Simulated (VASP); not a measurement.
# BaZrO3 (P1) in VASP: relaxation of cell and atoms with PBE

Aim: the relaxation of cell and atoms of BaZrO3 with PBE.

Everything below comes from runs of VASP 6.6.1. Logs are shortened: lines on timing, memory, paths and dates and some standing lists are left out, and cuts for length are marked.

**1. The cell of the first run**

The typed cell holds 5 atoms: a = 4.163 Å, b = 4.220 Å, c = 4.254 Å, α = 92.05°, β = 88.79°, γ = 88.20°.

**2. Relaxation of cell and atoms, PBE**

File INCAR:

```
ALGO = Normal
EDIFF = 1E-6
EDIFFG = -0.015
ENCUT = 600
GGA = PE
IBRION = 2
ISIF = 3
ISMEAR = 0
LASPH = T
LCHARG = F
LREAL = F
LWAVE = F
NELM = 100
NSW = 100
PREC = Accurate
SIGMA = 0.1
```

File KPOINTS:

```
k-points
0
Gamma
  4 4 4
```

File POSCAR:

```
BaZrO3
1.0
    4.1625433152      0.0660995558      0.0449972735
    0.0660995558      4.2192737776     -0.0761936886
    0.0449972735     -0.0761936886      4.2527916703
Ba Zr O
1 1 3
Direct
    0.0079053221     -0.0517484678     -0.0326674309
    0.5235458230      0.5147726344      0.4537010286
    0.4849799737     -0.0180573156      0.5843297288
    0.4713333036      0.5712276323      0.9647284100
    1.0122355777      0.4838055166      0.5299082636
```

Potentials or basis: VASP PAW PBE potentials, release 64 (Ba_sv, Zr_sv, O).

Launch:

```sh
cat potpaw_PBE.64/Ba_sv/POTCAR potpaw_PBE.64/Zr_sv/POTCAR potpaw_PBE.64/O/POTCAR > POTCAR
mpirun -np 1 vasp_std > vasp.out
```

OUTCAR:

```text
EDIFF = 1E-6
   EDIFFG = -0.015
   ENCUT = 600
   GGA = PE
   IBRION = 2
   ISIF = 3
   ISMEAR = 0
   LASPH = T
   LREAL = F
   NELM = 100
   NSW = 100
   PREC = Accurate

 ion  position               nearest neighbor table
   1  0.008  0.948  0.967-   4 2.46   3 2.55   5 2.65   3 2.75   4 2.78   5 2.98   5 3.15   5 3.23
                             4 3.31   3 3.33   2 3.46   2 3.47   2 3.51   2 3.53   2 3.64   2 3.84
   2  0.524  0.515  0.454-   3 2.03   5 2.07   4 2.12   5 2.16   4 2.18   3 2.35   1 3.46   1 3.47
                             1 3.51   1 3.53   1 3.64   1 3.84   1 3.85   1 3.95
   3  0.485  0.982  0.584-   2 2.03   2 2.35   1 2.55   1 2.75   1 3.33
   4  0.471  0.571  0.965-   2 2.12   2 2.18   1 2.46   1 2.78   1 3.31
   5  0.012  0.484  0.530-   2 2.07   2 2.16   1 2.65   1 2.98   1 3.15   1 3.23

  LATTYP: Found a triclinic cell.
 ALAT       =     4.1633112731
 B/A-ratio  =     1.4014703913
 C/A-ratio  =     1.7618324522
 COS(alpha) =     0.0125446471
 COS(beta)  =     0.5978558711
 COS(gamma) =     0.6908700790

  Lattice vectors:

 A1 = (  -4.1625433152,  -0.0660995558,  -0.0449972735)
 A2 = (  -4.0964437594,   4.1531742218,  -0.1211909621)
 A3 = (  -4.2736401445,  -4.2091796448,  -4.2215952552)

Analysis of symmetry for initial positions (statically):
=====================================================================
 Subroutine PRICEL returns:
 Original cell was already a primitive cell.

 Routine SETGRP: Setting up the symmetry group for a
 triclinic supercell.

 Subroutine GETGRP returns: Found  1 space group operations
 (whereof  1 operations were pure point group operations)
 out of a pool of  2 trial point group operations.

The static configuration has the point symmetry C_1 .

Analysis of symmetry for dynamics (positions and initial velocities):
=====================================================================
 Subroutine PRICEL returns:
 Original cell was already a primitive cell.

 Routine SETGRP: Setting up the symmetry group for a
 triclinic supercell.

 Subroutine GETGRP returns: Found  1 space group operations
 (whereof  1 operations were pure point group operations)
 out of a pool of  2 trial point group operations.

The dynamic configuration has the point symmetry C_1 .

 Subroutine INISYM returns: Found  1 space group operations
 (whereof  1 operations are pure point group operations),
 and found     1 'primitive' translations

----------------------------------------------------------------------------------------

[... 117 lines left out ...]
     AMIX     =   0.40;   BMIX     =  1.00
     AMIX_MAG =   1.60;   BMIX_MAG =  1.00
  volume/ion in A,a.u.               =      14.93       100.74
  Fermi-wavevector in a.u.,A,eV,Ry     =   1.329755  2.512873 24.058478  1.768248
  Thomas-Fermi vector in A             =   2.458893
   LORBIT       =      0    0 simple, 1 ext, 2 COOP (PROOUT), +10 PAW based schemes
   GGA     = PE    functional components
   LHFCALC =     F    Hartree Fock is set to
   AEXX    =    0.0000 exact exchange contribution
   IVDW    =     0    specifies the selected vdW correction
   LEPSILON=     F    determine dielectric tensor
   LRPA    =     F    only Hartree local field effects (RPA)
 conjugate gradient relaxation of ions
 non-spin polarized calculation
 Gauss-broadening in eV      SIGMA  =   0.10
  energy-cutoff  :      600.00
  volume of cell :       74.64
 maximum number of plane-waves:      2510
 NGX is ok and might be reduce to    36
   NGX = 17   NGY = 17   NGZ = 17

--------------------------------------- Ionic step        1  -------------------------------------------

 number of electron      40.0000003 magnetization

 Free energy of the ion-electron system (eV)
  ---------------------------------------------------
  ext. energy  EPLUGINS =         0.00000000
  ---------------------------------------------------
  free energy    TOTEN  =       -40.40189340 eV

  energy without entropy =      -40.40189340  energy(sigma->0) =      -40.40189340

------------------------ aborting loop because EDIFF is reached ----------------------------------------

  FORCE on cell =-STRESS in cart. coord.  units (eV):
  Direction    XX          YY          ZZ          XY          YZ          ZX
  --------------------------------------------------------------------------------------
  -------------------------------------------------------------------------------------
  Total        3.7303708      2.1977871      0.8606035     -1.5573036      0.2591805     -1.0421677
  in kB       80.0742671     47.1765951     18.4732816    -33.4282967      5.5634376    -22.3706487
  external PRESSURE =      48.5747146 kB  Pullay stress =       0.0000000 kB
[... 98 lines left out ...]
  FREE ENERGIE OF THE ION-ELECTRON SYSTEM (eV)
  ---------------------------------------------------
  free  energy   TOTEN  =       -41.3495366629 eV

  energy  without entropy=      -41.3495366629  energy(sigma->0) =      -41.34953666

[... ionic steps 4 to 22 ...]

--------------------------------------- Ionic step       23  -------------------------------------------

 number of electron      40.0000023 magnetization

------------------------ aborting loop because EDIFF is reached ----------------------------------------
[... 73 lines left out ...]
--------------------------------------- Ionic step       25  -------------------------------------------

 number of electron      40.0000023 magnetization

 Free energy of the ion-electron system (eV)
  ---------------------------------------------------
  ext. energy  EPLUGINS =         0.00000000
  ---------------------------------------------------
  free energy    TOTEN  =       -41.72059154 eV

  energy without entropy =      -41.72059154  energy(sigma->0) =      -41.72059154

 E-fermi :   4.0153     XC(G=0): -10.6187

 val. band max:        3.5772010997   @ k =   0.5000   0.5000   0.5000
 cond. band min:       6.6923857162   @ k =   0.0000   0.0000   0.0000
 fundamental gap:      3.1151846165
 Fermi energy:         4.0152703426

 k-point     1 :       0.0000    0.0000    0.0000
  band No.  band energies     occupation
      1     -43.6417      2.00000
      2     -21.8330      2.00000
      3     -21.7626      2.00000
      4     -21.7625      2.00000
      5     -21.7621      2.00000
      6     -12.7413      2.00000
[... 637 lines left out ...]
     23       8.6895      0.00000
     24      10.4322      0.00000

 [... further k-points ...]
[... 5 lines left out ...]
  --------------------------------------------------------------------------------------
  -------------------------------------------------------------------------------------
  Total        0.0662050      0.0429722      0.0375839      0.0088836      0.0077652      0.0083585
  in kB        1.3976029      0.9071541      0.7934044      0.1875347      0.1639261      0.1764505
  external PRESSURE =       1.0327205 kB  Pullay stress =       0.0000000 kB
[... 20 lines left out ...]
  FREE ENERGIE OF THE ION-ELECTRON SYSTEM (eV)
  ---------------------------------------------------
  free  energy   TOTEN  =       -41.7205915436 eV

  energy  without entropy=      -41.7205915436  energy(sigma->0) =      -41.72059154

 reached required accuracy - stopping structural energy minimisation
```

It took 7.3 min on 1 thread of Intel Xeon 6975P-C (Granite Rapids), shared host; peak memory 0.28 GiB.

Results:

```yaml
Free_energy: -41.7206 eV
Relaxed_volume: 15.18 Å³/atom
Relaxed_cell: a = 4.233 Å, b = 4.234 Å, c = 4.234 Å, α = 90.00°, β = 90.01°, γ = 90.02°
Space_group_after_relaxing_to_0.05_Å: Pm-3m (No. 221)
Energy_gained_by_relaxing: 263.7 meV/atom
Ionic_steps: 25
Pressure_after_relaxing: 0.1 GPa
Largest_force_after_relaxing: 0.013 eV/Å
Band_gap_on_the_k_mesh: 3.12 eV, indirect (least direct gap 3.37 eV)
```

Forces in eV/Å, atoms in the order of the input:
```
Ba  -0.002  0.001  0.013
Zr   0.004  0.000 -0.004
O   -0.001 -0.001 -0.003
O   -0.001  0.002  0.000
O    0.000 -0.002 -0.006
```

Step by step:
| step | energy change (eV) | largest force (eV/Å) | pressure (GPa) | volume (Å³) |
| --- | --- | --- | --- | --- |
| 1 | 0.0000 | 3.4095 | 4.86 | 74.64 |
| 2 | -0.8872 | 1.1819 | -5.53 | 79.60 |
| 3 | -0.9476 | 0.9172 | -7.93 | 81.47 |
| 4 | -1.1550 | 1.3526 | 6.15 | 73.87 |
| 5 | -1.1998 | 0.8535 | 1.34 | 75.99 |
| 6 | -1.2601 | 0.3509 | 0.31 | 76.11 |
| 7 | -1.2602 | 0.3494 | 0.29 | 76.12 |
| 8 | -1.2838 | 0.2499 | -0.64 | 76.45 |
| 9 | -1.2912 | 0.1961 | -1.36 | 76.76 |
| 10 | -1.3013 | 0.1710 | 1.35 | 75.33 |
| 11 | -1.3018 | 0.1751 | 0.86 | 75.58 |
| 12 | -1.3120 | 0.1052 | 0.47 | 75.74 |
| 13 | -1.3141 | 0.0993 | 0.21 | 75.86 |
| 14 | -1.3170 | 0.0657 | -0.45 | 76.20 |
| 15 | -1.3170 | 0.0620 | -0.55 | 76.25 |
| 16 | -1.3174 | 0.0402 | 0.54 | 75.68 |
| 17 | -1.3180 | 0.0458 | 0.07 | 75.93 |
| 18 | -1.3183 | 0.0218 | 0.07 | 75.92 |
| 19 | -1.3184 | 0.0259 | 0.09 | 75.91 |
| 20 | -1.3185 | 0.0248 | -0.11 | 76.03 |
| 21 | -1.3185 | 0.0245 | -0.17 | 76.05 |
| 22 | -1.3186 | 0.0220 | -0.12 | 76.02 |
| 23 | -1.3186 | 0.0192 | -0.06 | 75.98 |
| 24 | -1.3187 | 0.0157 | 0.03 | 75.94 |
| 25 | -1.3187 | 0.0128 | 0.10 | 75.90 |

Final structure:
```
Ba Zr O
1.0
     4.23348   -0.00115   -0.00191
     0.00000    4.23411   -0.00005
     0.00091   -0.00008    4.23407
Ba Zr O
1 1 3
Direct
  0.99996 0.99988 0.99859
  0.49986 0.49996 0.49961
  0.50004 0.00004 0.50061
  0.50013 0.49979 0.00026
  0.00001 0.50033 0.50093
```

Caveat: spin-orbit coupling is left out, which moves the levels of the heavy elements.
